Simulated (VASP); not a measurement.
# BiTe (Fm-3m) in VASP: notebook

The runs below take BiTe through single point, relaxation of cell and atoms, with PBE.

Everything below comes from runs of VASP 6.6.1. Logs are shortened: lines on timing, memory, paths and dates and some standing lists are left out, and cuts for length are marked.

**1. The cell of the first run**

It takes space group Fm-3m (No. 225, cubic). Conventional cell: a = 6.502 Å, b = 6.502 Å, c = 6.502 Å, α = 90.00°, β = 90.00°, γ = 90.00°. Within 4.3 Å of Bi (site symmetry m-3m) lie 6 Te at 3.25 Å. Te (site symmetry m-3m) has 6 Bi at 3.25 Å within 4.3 Å.

**2. Single point, PBE**

INCAR

```
SYSTEM = BiTe
ALGO = Normal ; EDIFF = 1E-7
ENCUT = 520 ; GGA = PE
ISIF = 2 ; ISMEAR = 0
LASPH = .True. ; LCHARG = .False.
LREAL = .False. ; LWAVE = .False.
NBANDS = 18 ; NELM = 100
PREC = Accurate ; SIGMA = 0.1
```

KPOINTS

```
k-points
0
Gamma
  12 12 12
  0 0 0
```

POSCAR

```
BiTe
1.0
    0.0000000000      3.2511941648      3.2511941648
    3.2511941648      0.0000000000      3.2511941648
    3.2511941648      3.2511941648      0.0000000000
Bi Te
1 1
Direct
    0.5000000000      0.5000000000      0.5000000000
    0.0000000000      0.0000000000      0.0000000000
```

Potentials or basis: VASP PAW PBE potentials, release 64 (Bi_d, Te).

The run is started by

```console
$ cat potpaw_PBE.64/Bi_d/POTCAR potpaw_PBE.64/Te/POTCAR > POTCAR
$ mpirun -np 1 vasp_std > vasp.out
```

OUTCAR:

```text
SYSTEM = BiTe
   EDIFF = 1E-7
   ENCUT = 520
   GGA = PE
   ISIF = 2
   ISMEAR = 0
   LASPH = .True.
   LREAL = .False.
   NELM = 100
   PREC = Accurate

 ion  position               nearest neighbor table
   1  0.500  0.500  0.500-   2 3.25   2 3.25   2 3.25   2 3.25   2 3.25   2 3.25
   2  0.000  0.000  0.000-   1 3.25   1 3.25   1 3.25   1 3.25   1 3.25   1 3.25

  LATTYP: Found a face centered cubic cell.
 ALAT       =     6.5023883296

  Lattice vectors:

 A1 = (   0.0000000000,   3.2511941648,   3.2511941648)
 A2 = (   3.2511941648,   0.0000000000,   3.2511941648)
 A3 = (   3.2511941648,   3.2511941648,   0.0000000000)

Analysis of symmetry for initial positions (statically):
=====================================================================
 Subroutine PRICEL returns:
 Original cell was already a primitive cell.

 Routine SETGRP: Setting up the symmetry group for a
 face centered cubic supercell.

 Subroutine GETGRP returns: Found 48 space group operations
 (whereof 48 operations were pure point group operations)
 out of a pool of 48 trial point group operations.

The static configuration has the point symmetry O_h .

Analysis of symmetry for dynamics (positions and initial velocities):
=====================================================================
 Subroutine PRICEL returns:
 Original cell was already a primitive cell.

 Routine SETGRP: Setting up the symmetry group for a
 face centered cubic supercell.

 Subroutine GETGRP returns: Found 48 space group operations
 (whereof 48 operations were pure point group operations)
 out of a pool of 48 trial point group operations.

The dynamic configuration has the point symmetry O_h .

 Subroutine INISYM returns: Found 48 space group operations
 (whereof 48 operations are pure point group operations),
 and found     1 'primitive' translations

----------------------------------------------------------------------------------------

                                     Primitive cell

  volume of cell :      68.7320

  direct lattice vectors                    reciprocal lattice vectors
     0.000000000  3.251194165  3.251194165    -0.153789646  0.153789646  0.153789646
     3.251194165  0.000000000  3.251194165     0.153789646 -0.153789646  0.153789646
     3.251194165  3.251194165  0.000000000     0.153789646  0.153789646 -0.153789646

  length of vectors
     4.597882882  4.597882882  4.597882882     0.266371481  0.266371481  0.266371481

  position of ions in fractional coordinates (direct lattice)
     0.500000000  0.500000000  0.500000000
     0.000000000  0.000000000  0.000000000

  ion indices of the primitive-cell ions
   primitive index   ion index
                 1           1
                 2           2

----------------------------------------------------------------------------------------

 KPOINTS: k-points

Automatic generation of k-mesh.
 Grid dimensions read from file:
 generate k-points for:   12   12   12

 Generating k-lattice:

  Cartesian coordinates                     Fractional coordinates (reciprocal lattice)
    -0.012815804  0.012815804  0.012815804     0.083333333  0.000000000  0.000000000
     0.012815804 -0.012815804  0.012815804     0.000000000  0.083333333  0.000000000
     0.012815804  0.012815804 -0.012815804     0.000000000  0.000000000  0.083333333

  Length of vectors
     0.022197623  0.022197623  0.022197623

  Shift w.r.t. Gamma in fractional coordinates (k-lattice)
     0.000000000  0.000000000  0.000000000

 Subroutine IBZKPT returns following result:
 ===========================================

 Found     72 irreducible k-points:

 Following reciprocal coordinates:
            Coordinates               Weight
  0.000000  0.000000  0.000000      1.000000
  0.083333  0.000000  0.000000      8.000000
  0.166667  0.000000  0.000000      8.000000
  0.250000  0.000000  0.000000      8.000000
  0.333333  0.000000  0.000000      8.000000
  0.416667  0.000000  0.000000      8.000000
[... 16 lines left out ...]
  0.500000  0.166667  0.000000     24.000000
 -0.416667  0.166667  0.000000     24.000000
 [... further k-points ...]
   k-points           NKPTS =     72   k-points in BZ     NKDIM =     72   number of bands    NBANDS=     18
   number of dos      NEDOS =    301   number of ions     NIONS =      2
   total plane-waves  NPLWV =  46656
   dimension x,y,z NGX =    36 NGY =   36 NGZ =   36
   dimension x,y,z NGXF=    72 NGYF=   72 NGZF=   72
   ions per type =               1   1
   NGX,Y,Z   is equivalent  to a cutoff of  13.02, 13.02, 13.02 a.u.
   NGXF,Y,Z  is equivalent  to a cutoff of  26.03, 26.03, 26.03 a.u.
 SYSTEM =  BiTe
   PREC   = accura    normal or accurate (medium, high low for compatibility)
   ISTART =      0    job   : 0-new  1-cont  2-samecut
   ICHARG =      2    charge: 1-file 2-atom 10-const
   ISPIN  =      1    spin polarized calculation?
   LNONCOLLINEAR =      F non collinear calculations
   LSORBIT =      F    spin-orbit coupling
   LASPH  =      T    aspherical Exc in radial PAW
   ENCUT  =  520.0 eV  38.22 Ry    6.18 a.u.   8.55  8.55  8.55*2*pi/ulx,y,z
   NELM   =    100;   NELMIN=  2; NELMDL= -5     # of ELM steps
   EDIFF  = 0.1E-06   stopping-criterion for ELM
   LREAL  =      F    real-space projection
   EDIFFG = 0.1E-05   stopping-criterion for IOM
   NSW    =      0    number of steps for IOM
   IBRION =     -1    ionic relax: 0-MD 1-quasi-New 2-CG
   NFREE  =      0    steps in history (QN), initial steepest desc. (CG)
   ISIF   =      2    stress and relaxation
   ISYM   =      2    0-nonsym 1-usesym 2-fastsym
   POTIM  = 0.5000    time-step for ionic-motion
   TEBEG  =    0.0;   TEEND  =   0.0 temperature during run
   PSTRESS=    0.0 pullay stress
   NELECT =      21.0000    total number of electrons
   NUPDOWN=      -1.0000    fix difference up-down
   EMIN   =  10.00;   EMAX   =-10.00  energy-range for DOS
   EFERMI =   0.00;   METHOD = LEGACY
   ISMEAR =     0;   SIGMA  =   0.10  broadening in eV -4-tet -1-fermi 0-gaus
   EFERMI_NEDOS =   21; number of points for ismear=-14 and -15
   IALGO  =     38    algorithm
   IMIX   =      4    mixing-type and parameters
     AMIX     =   0.40;   BMIX     =  1.00
     AMIX_MAG =   1.60;   BMIX_MAG =  1.00
  volume/ion in A,a.u.               =      34.37       231.91
  Fermi-wavevector in a.u.,A,eV,Ry     =   1.102626  2.083662 16.541757  1.215785
  Thomas-Fermi vector in A             =   2.239072
   LORBIT       =      0    0 simple, 1 ext, 2 COOP (PROOUT), +10 PAW based schemes
   GGA     = PE    functional components
   LHFCALC =     F    Hartree Fock is set to
   AEXX    =    0.0000 exact exchange contribution
   IVDW    =     0    specifies the selected vdW correction
   LEPSILON=     F    determine dielectric tensor
   LRPA    =     F    only Hartree local field effects (RPA)
 non-spin polarized calculation
 Gauss-broadening in eV      SIGMA  =   0.10
  energy-cutoff  :      520.00
  volume of cell :       68.73
 maximum number of plane-waves:      1874
 NGX is ok and might be reduce to    36
   NGX = 17   NGY = 17   NGZ = 17

 number of electron      20.9999996 magnetization

 Free energy of the ion-electron system (eV)
  ---------------------------------------------------
  ext. energy  EPLUGINS =         0.00000000
  ---------------------------------------------------
  free energy    TOTEN  =        -7.17939651 eV

  energy without entropy =       -7.17290149  energy(sigma->0) =       -7.17614900

 E-fermi :   6.4626     XC(G=0):  -9.3680

 val. band max:        6.4452555107   @ k =  -0.2500   0.2500   0.0000
 cond. band min:       6.4995585051   @ k =   0.2500   0.1667   0.0000
 fundamental gap:      0.0543029944
 Fermi energy:         6.4625710465

 k-point     1 :       0.0000    0.0000    0.0000
  band No.  band energies     occupation
      1     -16.6752      2.00000
      2     -16.6752      2.00000
      3     -16.6730      2.00000
      4     -16.6730      2.00000
      5     -16.6730      2.00000
      6      -6.9517      2.00000
[... 10 lines left out ...]
     17      12.5133      0.00000
     18      13.0659      0.00000

 k-point     2 :       0.0833    0.0000    0.0000
  band No.  band energies     occupation
      1     -16.6754      2.00000
      2     -16.6754      2.00000
      3     -16.6729      2.00000
      4     -16.6726      2.00000
      5     -16.6726      2.00000
      6      -6.8909      2.00000
[... 10 lines left out ...]
     17      12.9427      0.00000
     18      13.4608      0.00000

 k-point     3 :       0.1667    0.0000    0.0000
  band No.  band energies     occupation
      1     -16.6762      2.00000
      2     -16.6762      2.00000
      3     -16.6725      2.00000
      4     -16.6715      2.00000
      5     -16.6715      2.00000
      6      -6.7094      2.00000
[... 10 lines left out ...]
     17      13.9589      0.00000
     18      14.3705      0.00000

 k-point     4 :       0.2500    0.0000    0.0000
  band No.  band energies     occupation
      1     -16.6773      2.00000
      2     -16.6773      2.00000
      3     -16.6721      2.00000
      4     -16.6698      2.00000
      5     -16.6698      2.00000
      6      -6.4112      2.00000
[... 10 lines left out ...]
     17      15.1538      0.00000
     18      15.5847      0.00000

 k-point     5 :       0.3333    0.0000    0.0000
  band No.  band energies     occupation
      1     -16.6784      2.00000
      2     -16.6784      2.00000
      3     -16.6716      2.00000
      4     -16.6681      2.00000
      5     -16.6681      2.00000
      6      -6.0034      2.00000
[... 10 lines left out ...]
     17      15.8422      0.00000
     18      16.8959      0.00000

 k-point     6 :       0.4167    0.0000    0.0000
  band No.  band energies     occupation
      1     -16.6793      2.00000
      2     -16.6793      2.00000
      3     -16.6713      2.00000
      4     -16.6668      2.00000
      5     -16.6668      2.00000
      6      -5.5010      2.00000
[... 10 lines left out ...]
     17      15.1787      0.00000
     18      16.5209      0.00000

 k-point     7 :       0.5000    0.0000    0.0000
  band No.  band energies     occupation
      1     -16.6796      2.00000
      2     -16.6796      2.00000
      3     -16.6712      2.00000
      4     -16.6664      2.00000
      5     -16.6664      2.00000
      6      -5.0414      2.00000
[... 10 lines left out ...]
     17      14.6652      0.00000
     18      15.6551      0.00000

 k-point     8 :       0.0833    0.0833    0.0000
  band No.  band energies     occupation
      1     -16.6760      2.00000
      2     -16.6749      2.00000
      3     -16.6732      2.00000
      4     -16.6724      2.00000
      5     -16.6724      2.00000
      6      -6.8709      2.00000
[... 10 lines left out ...]
     17      12.7546      0.00000
     18      13.1749      0.00000
[... 229 lines left out ...]
     17      13.0324      0.00000
     18      13.3937      0.00000

 k-point    20 :       0.2500    0.1667    0.0000
  band No.  band energies     occupation
      1     -16.6795      2.00000
      2     -16.6742      2.00000
      3     -16.6738      2.00000
      4     -16.6695      2.00000
      5     -16.6692      2.00000
      6      -6.4236      2.00000
[... 10 lines left out ...]
     17      13.5998      0.00000
     18      13.9014      0.00000

 k-point    21 :       0.3333    0.1667    0.0000
  band No.  band energies     occupation
      1     -16.6807      2.00000
      2     -16.6750      2.00000
      3     -16.6733      2.00000
      4     -16.6684      2.00000
      5     -16.6675      2.00000
      6      -6.1047      2.00000
[... 10 lines left out ...]
     17      14.5967      0.00000
     18      14.9213      0.00000

 k-point    22 :       0.4167    0.1667    0.0000
  band No.  band energies     occupation
      1     -16.6813      2.00000
      2     -16.6761      2.00000
      3     -16.6722      2.00000
      4     -16.6677      2.00000
      5     -16.6662      2.00000
      6      -5.6900      2.00000
[... 10 lines left out ...]
     17      15.0392      0.00000
     18      15.8947      0.00000

 k-point    23 :       0.5000    0.1667    0.0000
  band No.  band energies     occupation
      1     -16.6813      2.00000
      2     -16.6772      2.00000
      3     -16.6710      2.00000
      4     -16.6674      2.00000
      5     -16.6658      2.00000
      6      -5.2053      2.00000
[... 10 lines left out ...]
     17      15.2031      0.00000
     18      16.0208      0.00000

 k-point    24 :      -0.4167    0.1667    0.0000
  band No.  band energies     occupation
      1     -16.6807      2.00000
      2     -16.6780      2.00000
      3     -16.6703      2.00000
      4     -16.6673      2.00000
      5     -16.6663      2.00000
      6      -5.0144      2.00000
[... 10 lines left out ...]
     17      15.8961      0.00000
     18      17.0753      0.00000

 [... further k-points ...]
[... 5 lines left out ...]
  --------------------------------------------------------------------------------------
  -------------------------------------------------------------------------------------
  Total       -0.0243647     -0.0243647     -0.0243647     -0.0000000      0.0000000     -0.0000000
  in kB       -0.5679529     -0.5679529     -0.5679529     -0.0000000      0.0000000     -0.0000000
  external PRESSURE =      -0.5679529 kB  Pullay stress =       0.0000000 kB

 VOLUME and BASIS-vectors are now :
 -----------------------------------------------------------------------------
  energy-cutoff  :      520.00
  volume of cell :       68.73
      direct lattice vectors                 reciprocal lattice vectors
     0.000000000  3.251194165  3.251194165    -0.153789646  0.153789646  0.153789646
     3.251194165  0.000000000  3.251194165     0.153789646 -0.153789646  0.153789646
     3.251194165  3.251194165  0.000000000     0.153789646  0.153789646 -0.153789646

 POSITION                                       TOTAL-FORCE (eV/Angst)
 -----------------------------------------------------------------------------------
      3.25119      3.25119      3.25119        -0.000000     -0.000000     -0.000000
      0.00000      0.00000      0.00000         0.000000      0.000000      0.000000
 -----------------------------------------------------------------------------------
    total drift:                                0.000000      0.000000      0.000000

  FREE ENERGIE OF THE ION-ELECTRON SYSTEM (eV)
  ---------------------------------------------------
  free  energy   TOTEN  =        -7.1793965147 eV

  energy  without entropy=       -7.1729014905  energy(sigma->0) =       -7.17614900
```

Run time: 33 s. Hardware: 1 thread of Intel Xeon 6975P-C (Granite Rapids), shared host; peak memory 0.25 GiB.

What came out:

| Property | Result |
| --- | --- |
| Free energy | -7.1794 eV |
| Pressure | -0.1 GPa |
| Band gap on the k mesh | zero (an odd number of electrons rules out a gap without spin polarisation) |

Levels at points of the mesh, in eV from the Fermi level:
| k point | band 7 | band 8 | band 9 | band 10 | band 11 | band 12 | band 13 | band 14 |
| --- | --- | --- | --- | --- | --- | --- | --- | --- |
| (0.00, 0.00, 0.00) | -8.18 | -2.50 | -2.50 | -2.50 | 2.13 | 2.13 | 2.13 | 4.70 |
| (0.50, 0.00, 0.00) | -11.19 | -1.88 | -1.88 | -1.60 | -0.80 | -0.59 | -0.59 | 7.30 |
| (0.50, 0.50, 0.00) | -9.94 | -5.55 | -3.94 | -3.94 | 2.31 | 3.53 | 3.53 | 4.86 |

Caveat: spin-orbit coupling is left out, which moves the levels of the heavy elements.

[end of part 1 of 2]

The gap in the log of VASP goes by the Fermi energy; the results here count the filled bands.